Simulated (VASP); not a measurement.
## Si5C4: single point with LDA

System: Si5C4, a slab with vacuum.

```xyz
9
Lattice="3.0920 0.0000 0.0000 -1.5460 2.6778 0.0000 0.0000 0.0000 23.7337" Properties=species:S:1:pos:R:3 pbc="T T T"
C     0.0000    1.7852    4.0000
C     1.5460    0.8926    6.5369
C     0.0000    1.7852    9.1041
C     1.5460    0.8926   11.6669
Si    1.5460    0.8926    4.6298
Si    0.0000    1.7852    7.1667
Si    1.5460    0.8926    9.6970
Si    0.0000    1.7852   12.2337
Si    1.5460    2.6778   14.5159
```

```
Program             : VASP 6.6.1
Task                : single point
Functional          : LDA
Potentials or basis : VASP PAW LDA potentials, release 64 (C, Si)
Cutoff              : 520 eV
k mesh              : 9 × 9 × 1
Occupations         : gaussian, width 0.05 eV
Spin                : collinear spin
Starting moments    : [0.0, 0.0, 0.0, 0.0, 0.0, 0.0, 0.0, 0.0, 2.0] μB
```

```json
{"Largest force": "2.720 eV/Å", "Net moment": "-0.92 μB per cell", "Site moments": "C -0.37, -0.07, -0.01, -0.00; Si +0.01, -0.01, +0.00 (each value once) μB", "Valence electrons inside the program's atomic spheres": "C 2.39, 2.52, 2.51 (each value once); Si 1.69, 1.67, 1.68, 1.65, 1.50"}
```

Forces in eV/Å, atoms in the order of the input:
```
C    0.000  0.000  2.720
C    0.000  0.000  0.728
C    0.000  0.000 -0.589
C    0.000  0.000 -1.682
Si   0.000  0.000 -2.690
Si   0.000  0.000 -0.199
Si   0.000  0.000  0.733
Si   0.000  0.000  1.138
Si   0.000  0.000 -0.158
```

Levels at points of the mesh, in eV from the Fermi level:
Spin up:
```
           k point  band 14  band 15  band 16  band 17  band 18  band 19  band 20  band 21
(0.00, 0.00, 0.00)    -1.22    -1.22    -0.18     0.12     0.12     3.78     4.02     4.87
```
Spin down:
```csv
k point,band 15,band 16,band 17,band 18,band 19,band 20,band 21,band 22
"(0.00, 0.00, 0.00)",-1.28,-0.68,-0.35,-0.35,3.79,3.99,4.80,5.47
```

It took 12 min on 1 thread of Intel Xeon 8259CL, with other jobs on the host, peak memory 0.32 GiB.

Caveat: a moment this small can come from the mesh or the smearing.
